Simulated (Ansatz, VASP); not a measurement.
# One calculation of Hg, two programs

The input INCAR:

```
PREC = Accurate ; ENCUT = 520
EDIFF = 1E-6 ; ISMEAR = 0
SIGMA = 0.15 ; LREAL = F
LASPH = T ; NELM = 60
ALGO = Fast ; ISIF = 2
LWAVE = F ; LCHARG = F
GGA = PE ; IVDW = 12
NBANDS = 19
```

KPOINTS

```
regular mesh
0
Gamma
  15 15 8
```

File POSCAR:

```
Hg
1.0
    3.4081000000      0.0000000000      0.0000000000
   -1.7040500000      2.9515011786      0.0000000000
    0.0000000000      0.0000000000      5.2861746114
Hg
2
Direct
    0.6666666667      0.3333333333      0.7500000000
    0.3333333333      0.6666666667      0.2500000000
```

Input for Ansatz:

```yaml
crystal:
  lattice:
    - [3.4081, 0.0, 0.0]
    - [-1.70405, 2.9515011786, 0.0]
    - [0.0, 0.0, 5.2861746114]
  atoms:
    - { symbol: Hg, position: [0.6666666667, 0.3333333333, 0.75] }
    - { symbol: Hg, position: [0.3333333333, 0.6666666667, 0.25] }
basis:
  ecutwfc: 420
kpoints:
  mp_grid: { grid: [15, 15, 8] }
hamiltonian:
  xc: pbe
  dispersion: d3bj
scf:
  occupations: { method: gaussian, width: 0.15 }
output:
  forces: true
  stress: true
  eigenvalues: true
```

Alike in both runs: task single point; functional PBE; dispersion D3(BJ); k mesh 15 × 15 × 8; occupations gaussian, width 0.15 eV; no spin polarisation.

|  | VASP | Ansatz |
| --- | --- | --- |
| version | VASP 6.6.1 | Ansatz 0.2.0 |
| potentials or method | VASP PAW PBE potentials, release 64 (Hg), cutoff 520 eV | scalar-relativistic, plane waves, PAW |
| valence electrons in the cell | 24 | 40 |

|  | VASP | Ansatz | Ansatz less VASP |
| --- | --- | --- | --- |
| gap on the k mesh at the Fermi level (eV) | none | none | - |
| pressure (GPa) | -0.4 | -0.5 | -0.18 |
| traceless stress, the component that is largest in VASP (GPa) | 0.17 | 0.14 | -0.027 |

A gap of «none» marks a metal or a gap that the smearing closes. VASP's potentials hold 24 valence electrons a cell and Ansatz's 40, so a difference there can come from the potentials and not from the codes.

Neither program's run includes spin-orbit coupling.
